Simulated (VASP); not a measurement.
# Be (P6_3/mmc) in VASP: further runs, part 2 of 2

VASP 6.6.1. The steps go on from the part before.

## (3) Single point, PBE (volume scaled by 0.7)

Input file INCAR:

```
ALGO = Normal
EDIFF = 1E-6
ENCUT = 520
GGA = PE
ISIF = 2
ISMEAR = -1
LASPH = T
LCHARG = F
LREAL = F
LWAVE = F
NBANDS = 9
NELM = 60
PREC = Accurate
SIGMA = 0.08
```

Input file KPOINTS:

```
k-points
0
Gamma
  19 19 11
```

Input file POSCAR:

```
Be
1.0
    2.0004717232      0.0000000000      0.0000000000
   -1.0002358616      1.7324593319      0.0000000000
    0.0000000000      0.0000000000      3.1927053413
Be
2
Direct
    0.3333333333      0.6666666667      0.2500000000
    0.6666666667      0.3333333333      0.7500000000
```

Potentials or basis: VASP PAW PBE potentials, release 64 (Be).

Launch:

```sh
$ cat potpaw_PBE.64/Be/POTCAR > POTCAR
$ mpirun -np 1 vasp_std > vasp.out
```

OUTCAR:

```text
EDIFF = 1E-6
   ENCUT = 520
   GGA = PE
   ISIF = 2
   ISMEAR = -1
   LASPH = T
   LREAL = F
   NELM = 60
   PREC = Accurate

 ion  position               nearest neighbor table
   1  0.333  0.667  0.250-   2 1.97   2 1.97   2 1.97   2 1.97   2 1.97   2 1.97
   2  0.667  0.333  0.750-   1 1.97   1 1.97   1 1.97   1 1.97   1 1.97   1 1.97

  LATTYP: Found a hexagonal cell.
 ALAT       =     2.0004717232
 C/A-ratio  =     1.5959762411

  Lattice vectors:

 A1 = (   2.0004717232,   0.0000000000,   0.0000000000)
 A2 = (  -1.0002358616,   1.7324593319,   0.0000000000)
 A3 = (   0.0000000000,   0.0000000000,   3.1927053413)

Analysis of symmetry for initial positions (statically):
=====================================================================
 Subroutine PRICEL returns:
 Original cell was already a primitive cell.

 Routine SETGRP: Setting up the symmetry group for a
 hexagonal supercell.

 Subroutine GETGRP returns: Found 24 space group operations
 (whereof 12 operations were pure point group operations)
 out of a pool of 24 trial point group operations.

The static configuration has the point symmetry D_3d.
 The point group associated with its full space group is D_6h.

Analysis of symmetry for dynamics (positions and initial velocities):
=====================================================================
 Subroutine PRICEL returns:
 Original cell was already a primitive cell.

 Routine SETGRP: Setting up the symmetry group for a
 hexagonal supercell.

 Subroutine GETGRP returns: Found 24 space group operations
 (whereof 12 operations were pure point group operations)
 out of a pool of 24 trial point group operations.

The dynamic configuration has the point symmetry D_3d.
 The point group associated with its full space group is D_6h.

 Subroutine INISYM returns: Found 24 space group operations
 (whereof 12 operations are pure point group operations),
 and found     1 'primitive' translations

[... 110 lines left out ...]
   EFERMI_NEDOS =   21; number of points for ismear=-14 and -15
   IALGO  =     38    algorithm
   IMIX   =      4    mixing-type and parameters
     AMIX     =   0.40;   BMIX     =  1.00
     AMIX_MAG =   1.60;   BMIX_MAG =  1.00
  volume/ion in A,a.u.               =       5.53        37.34
  Fermi-wavevector in a.u.,A,eV,Ry     =   1.166210  2.203817 18.504543  1.360046
  Thomas-Fermi vector in A             =   2.302726
   LORBIT       =      0    0 simple, 1 ext, 2 COOP (PROOUT), +10 PAW based schemes
   GGA     = PE    functional components
   LHFCALC =     F    Hartree Fock is set to
   AEXX    =    0.0000 exact exchange contribution
   IVDW    =     0    specifies the selected vdW correction
   LEPSILON=     F    determine dielectric tensor
   LRPA    =     F    only Hartree local field effects (RPA)
 non-spin polarized calculation
  energy-cutoff  :      520.00
  volume of cell :       11.07
 maximum number of plane-waves:       312
 NGX is ok and might be reduce to    16
   NGX =  7   NGY =  7   NGZ = 11

 number of electron       4.0000000 magnetization

 Free energy of the ion-electron system (eV)
  ---------------------------------------------------
  ext. energy  EPLUGINS =         0.00000000
  ---------------------------------------------------
  free energy    TOTEN  =        -6.62705624 eV

  energy without entropy =       -6.62577616  energy(sigma->0) =       -6.62641620

 E-fermi :  10.3226     XC(G=0): -11.8430

 val. band max:       10.3064005190   @ k =   0.3158   0.1053   0.0000
 cond. band min:      10.4450629104   @ k =   0.3158   0.3158   0.4545
 fundamental gap:      0.1386623914
 Fermi energy:        10.3226430923

 k-point     1 :       0.0000    0.0000    0.0000
  band No.  band energies     occupation
      1      -2.9961      2.00000
      2       4.2832      2.00000
      3      12.6892      0.00000
      4      31.7895      0.00000
      5      31.7895      0.00000
      6      35.3323      0.00000
      7      35.3323      0.00000
      8      37.7274      0.00000
      9      44.3405      0.00000
[... 265 lines left out ...]
 k-point    24 :       0.3158    0.1053    0.0000
  band No.  band energies     occupation
      1       1.6538      2.00000
      2      10.3064      1.10117
      3      11.1957      0.00004
      4      17.8067      0.00000
      5      21.5675      0.00000
      6      24.0841      0.00000
      7      29.1070      0.00000
      8      32.8100      0.00000
      9      35.1741      0.00000

 [... further k-points ...]
[... 5 lines left out ...]
  --------------------------------------------------------------------------------------
  -------------------------------------------------------------------------------------
  Total        5.4936027      5.4936027      5.4949613      0.0000000      0.0000000      0.0000000
  in kB      795.4511771    795.4511772    795.6478852      0.0000000      0.0000000      0.0000000
  external PRESSURE =     795.5167465 kB  Pullay stress =       0.0000000 kB

 VOLUME and BASIS-vectors are now :
 -----------------------------------------------------------------------------
  energy-cutoff  :      520.00
  volume of cell :       11.07
      direct lattice vectors                 reciprocal lattice vectors
     2.000471723  0.000000000  0.000000000     0.499882097  0.288607063  0.000000000
    -1.000235862  1.732459332  0.000000000     0.000000000  0.577214127  0.000000000
     0.000000000  0.000000000  3.192705341     0.000000000  0.000000000  0.313213997

 POSITION                                       TOTAL-FORCE (eV/Angst)
 -----------------------------------------------------------------------------------
     -0.00000      1.15497      0.79818        -0.000000      0.000000      0.000000
      1.00024      0.57749      2.39453         0.000000     -0.000000      0.000000
 -----------------------------------------------------------------------------------
    total drift:                                0.000000     -0.000000      0.000000

  FREE ENERGIE OF THE ION-ELECTRON SYSTEM (eV)
  ---------------------------------------------------
  free  energy   TOTEN  =        -6.6270562420 eV

  energy  without entropy=       -6.6257761606  energy(sigma->0) =       -6.62641620
```

It took 4.6 s on 1 thread of Intel Xeon 6975P-C (Granite Rapids), shared host; peak memory 0.13 GiB.

Results:

```yaml
Free_energy: -6.6271 eV
Pressure: 79.6 GPa
Band_gap_on_the_k_mesh: zero (band 2 reaches 11.22 eV, above the bottom of band 3 at 9.50 eV)
```

## (4) Single point, PBE (volume scaled by 0.7)

Input file INCAR:

```
SYSTEM = Be
PREC     = Accurate       ! precision mode
ENCUT    = 520            ! plane-wave cutoff, eV
EDIFF    = 1E-6           ! SCF threshold, eV
ISMEAR   = -1             ! smearing method
SIGMA    = 0.08           ! smearing width, eV
LREAL    = .False.        ! projectors in reciprocal space
LASPH    = .True.         ! aspherical terms in the spheres
NELM     = 60             ! most SCF steps
ALGO     = Normal         ! electronic algorithm
ISIF     = 2              ! what is computed and relaxed
LWAVE    = .False.        ! write WAVECAR
LCHARG   = .False.        ! write CHGCAR
GGA      = PE             ! functional
NBANDS   = 9              ! bands
```

Input file KPOINTS:

```
regular mesh
0
Gamma
  19 19 11
  0 0 0
```

POSCAR is that of step 3.

Launch:

```sh
$ cat potpaw_PBE.64/Be/POTCAR > POTCAR
$ mpirun -np 1 vasp_std > vasp.out
```

It took 4.6 s on 1 thread of Intel Xeon 6975P-C (Granite Rapids), shared host; peak memory 0.13 GiB.

The run converged. Its results:

- Free energy: -6.6271 eV
- Pressure: 79.6 GPa
- Band gap on the k mesh: zero (band 2 reaches 11.22 eV, above the bottom of band 3 at 9.50 eV)

Levels at points of the mesh, in eV from the Fermi level:
| k point | band 1 | band 2 | band 3 | band 4 | band 5 | band 6 |
| --- | --- | --- | --- | --- | --- | --- |
| (0.00, 0.00, 0.00) | -13.32 | -6.04 | 2.37 | 21.47 | 21.47 | 25.01 |
